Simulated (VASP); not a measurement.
A run of VASP 6.6.1:

File INCAR:

```
SYSTEM = C
  PREC = Accurate
  ENCUT = 520
  EDIFF = 1E-6
  ISMEAR = 0
  SIGMA = 0.05
  LREAL = .False.
  LASPH = .True.
  NELM = 60
  ALGO = Normal
  ISIF = 2
  LWAVE = .False.
  LCHARG = .False.
  GGA = PE
  NBANDS = 36
```

The input KPOINTS:

```
Automatic mesh
0
Gamma
  12 12 2
  0 0 0
```

File POSCAR:

```
C
1.0
    2.5647000000      0.0000000000      0.0000000000
   -1.2823500000      2.2210953531      0.0000000000
    0.0000000000      0.0000000000     11.8077000000
C
12
Direct
    0.0000000000      0.0000000000      0.1868593266
    0.0000000000      0.0000000000      0.6868593266
    0.0000000000      0.0000000000      0.3131406734
    0.0000000000      0.0000000000      0.8131406734
    0.3333333333      0.6666666667      0.5207665411
    0.6666666667      0.3333333333      0.0207665411
    0.3333333333      0.6666666667      0.9792334589
    0.6666666667      0.3333333333      0.4792334589
    0.3333333333      0.6666666667      0.6450950823
    0.6666666667      0.3333333333      0.1450950823
    0.3333333333      0.6666666667      0.8549049177
    0.6666666667      0.3333333333      0.3549049177
```

Potentials or basis: VASP PAW PBE potentials, release 64 (C).

The run is started by

```bash
$ cat potpaw_PBE.64/C/POTCAR > POTCAR
$ mpirun -np 1 vasp_std > vasp.out
```

Hardware: 1 thread of Intel(R) Xeon(R) 6975P-C (Granite Rapids), on a shared host.

Problem. Estimate the wall time of this run.

Solution. Run time: 39 s on 1 thread of Intel(R) Xeon(R) 6975P-C (Granite Rapids), with other jobs on the host, peak memory 0.2 GiB. Counts: scf iterations 13, k points 38.
